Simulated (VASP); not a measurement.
Set up this calculation in VASP 6.6.1, as the native input.

| Property | Result |
| --- | --- |
| Task | single point |
| Functional | PBE |
| Potentials or basis | VASP PAW PBE potentials, release 64 (Cd, Se) |
| Cutoff | 520 eV |
| k mesh | 6 × 6 × 6 |
| Occupations | gaussian, width 0.01 eV |
| Spin | no spin polarisation |
| Dipole correction | no |
| Further INCAR settings | ALGO = Normal; EDIFF = 1e-06; NBANDS = 16 |

The structure of CdSe lies in POSCAR:

```
CdSe
1.0
    0.0000000000      3.1239112092      3.1239112092
    3.1239112092      0.0000000000      3.1239112092
    3.1239112092      3.1239112092      0.0000000000
Cd Se
1 1
Direct
    0.0000000000      0.0000000000      0.0000000000
    0.7500000000      0.7500000000      0.7500000000
```

These files were run (other wordings do the same):

INCAR

```
ALGO     = Normal         # electronic algorithm
EDIFF    = 1E-6           # SCF threshold, eV
ENCUT    = 520            # plane-wave cutoff, eV
GGA      = PE             # functional
ISIF     = 2              # what is computed and relaxed
ISMEAR   = 0              # smearing method
LASPH    = True           # aspherical terms in the spheres
LCHARG   = False          # write CHGCAR
LREAL    = False          # projectors in reciprocal space
LWAVE    = False          # write WAVECAR
NBANDS   = 16             # bands
NELM     = 80             # most SCF steps
PREC     = Accurate       # precision mode
SIGMA    = 0.01           # smearing width, eV
```

KPOINTS

```
k-points
0
Gamma
  6 6 6
```

Potentials or basis: VASP PAW PBE potentials, release 64 (Cd, Se).

The run is started by

```console
$ cat potpaw_PBE.64/Cd/POTCAR potpaw_PBE.64/Se/POTCAR > POTCAR
$ mpirun -np 1 vasp_std > vasp.out
```

It gave:

The pressure is -0.8 GPa and the band gap on the k mesh is 0.44 eV, direct.

Wall time 17 s on 1 thread of Intel(R) Xeon(R) Platinum 8488C (Sapphire Rapids), with other jobs on the host, peak memory 0.2 GiB.
